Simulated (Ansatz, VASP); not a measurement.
CsGd2: VASP beside Ansatz

```
Cs Gd
1.0
     6.51128    0.00000    0.00000
    -3.25564    5.63893    0.00000
     0.00000    0.00000    3.61461
Cs Gd
1 2
Direct
  0.00000 0.00000 0.00000
  0.33333 0.66667 0.50000
  0.66667 0.33333 0.50000
```

Change from the starting cell: species swapped into the TbCd2 type (P6/mmm, No. 191).

Alike in both runs: functional PBE; k mesh 3 × 3 × 6; occupations gaussian, width 0.1 eV; collinear spin.

Ansatz relaxed the structure, and its values are those at the end. VASP's run is a single point on that final structure, the one shown.

```csv
,VASP,Ansatz
version,VASP 6.6.1,Ansatz 0.2.0
potentials or method,"VASP PAW PBE potentials, release 64 (Cs_sv, Gd), cutoff 520 eV","scalar-relativistic, plane waves, PAW"
valence electrons in the cell,45,45
```

```tsv
	VASP	Ansatz	Ansatz less VASP
gap on the k mesh at the Fermi level (eV)	none	none	-
pressure (GPa)	0.0	0.0	+0.02
net moment per atom (μB)	5.47	5.47	+0.003
size of the moment on the site where the two differ most (μB)	7.09	7.53	+0.445
```

Site moments also hang on the region over which each program counts them. A gap of «none» marks a metal or a gap that the smearing closes.

The k mesh is coarse, so the values compare programs but aren't converged. Spin-orbit coupling is off throughout.
